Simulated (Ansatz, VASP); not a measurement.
One calculation of Ge, two programs

```xyz
2
Lattice="-2.5287 2.6857 1.4559 2.5287 -2.6857 1.4559 2.5287 2.6857 -1.4559" Properties=species:S:1:pos:R:3 pbc="T T T"
Ge    0.0000    1.3429    0.1865
Ge    2.5287    1.3429    1.2693
```

Alike in both runs: task single point; functional r2SCAN; k mesh 11 × 11 × 11; occupations fermi-dirac, width 0.05 eV; no spin polarisation.

```csv
,VASP,Ansatz
version,VASP 6.6.1,Ansatz 0.2.0
potentials or method,"VASP PAW PBE potentials, release 64 (Ge_d)",Ansatz PAW
plane-wave cutoff (eV),520,500
valence electrons in the cell,28,28
```

|  | VASP | Ansatz | Ansatz less VASP |
| --- | --- | --- | --- |
| gap on the k mesh at the Fermi level (eV) | none | none | - |
| pressure (GPa) | -4.0 | -3.9 | +0.12 |
| traceless stress, the component that is largest in VASP (GPa) | -1.06 | -1.07 | -0.008 |
| rms of the force components (eV/Å) | 0.059 | 0.058 | -0.0007 |

VASP's potentials were made for PBE, not for r2SCAN. Atom by atom the forces differ by 0.001 eV/Å (rms over components). A gap of «none» marks a metal or a gap that the smearing closes. The functional is the same, so the differences come from potentials, cutoffs and numerics.
